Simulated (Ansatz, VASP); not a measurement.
**CdTe in VASP and in Ansatz**

File INCAR:

```
PREC = Accurate
ENCUT = 520
EDIFF = 1E-6
ISMEAR = 0
SIGMA = 0.05
LREAL = F
LASPH = T
NELM = 100
ALGO = Normal
ISIF = 2
LWAVE = F
LCHARG = T
LELF = T
LVHAR = T
NBANDS = 16
```

File KPOINTS:

```
Automatic mesh
0
Gamma
  8 8 8
```

POSCAR

```
CdTe
1.0
    0.0000000000      3.0342926430      3.4231640828
    3.4231640828      0.0000000000      3.4231640828
    3.4231640828      3.0342926430      0.0000000000
Cd Te
1 1
Direct
    0.0000000000      0.0000000000      0.0000000000
    0.7500000000      0.7500000000      0.7500000000
```

Input for Ansatz:

```yaml
crystal:
  lattice:
    - [0.0, 3.034292643, 3.4231640828]
    - [3.4231640828, 0.0, 3.4231640828]
    - [3.4231640828, 3.034292643, 0.0]
  atoms:
    - { symbol: Cd, position: [0.0, 0.0, 0.0] }
    - { symbol: Te, position: [0.75, 0.75, 0.75] }
basis:
  ecutwfc: 420
kpoints:
  mp_grid: { grid: [8, 8, 8] }
hamiltonian:
  xc: lda
  pseudopotentials: { kind: paw }
scf:
  occupations: { method: gaussian, width: 0.05 }
output:
  forces: true
  stress: true
  eigenvalues: true
  write_density: true
  write_potential: true
  elf: true
  volumetric_format: npy
```

Alike in both runs: task single point; functional LDA; k mesh 8 × 8 × 8; occupations gaussian, width 0.05 eV; no spin polarisation.

|  | VASP | Ansatz |
| --- | --- | --- |
| version | VASP 6.6.1 | Ansatz 0.2.0 |
| potentials or method | VASP PAW LDA potentials, release 64 (Cd, Te), cutoff 520 eV | scalar-relativistic, plane waves, PAW |
| valence electrons in the cell | 18 | 36 |

|  | VASP | Ansatz | Ansatz less VASP |
| --- | --- | --- | --- |
| gap on the k mesh at the Fermi level (eV) | 0.18 | 0.14 | -0.038 |
| least direct gap on the mesh (eV) | 0.18 | 0.14 | -0.038 |
| pressure (GPa) | -3.0 | -3.2 | -0.19 |
| traceless stress, the component that is largest in VASP (GPa) | 1.36 | 1.37 | +0.016 |

LDA's correlation is that of Perdew and Zunger in VASP and of Perdew and Wang (1992) in Ansatz. VASP's potentials hold 18 valence electrons a cell and Ansatz's 36, so a difference there can come from the potentials and not from the codes.

Neither program's run includes spin-orbit coupling.
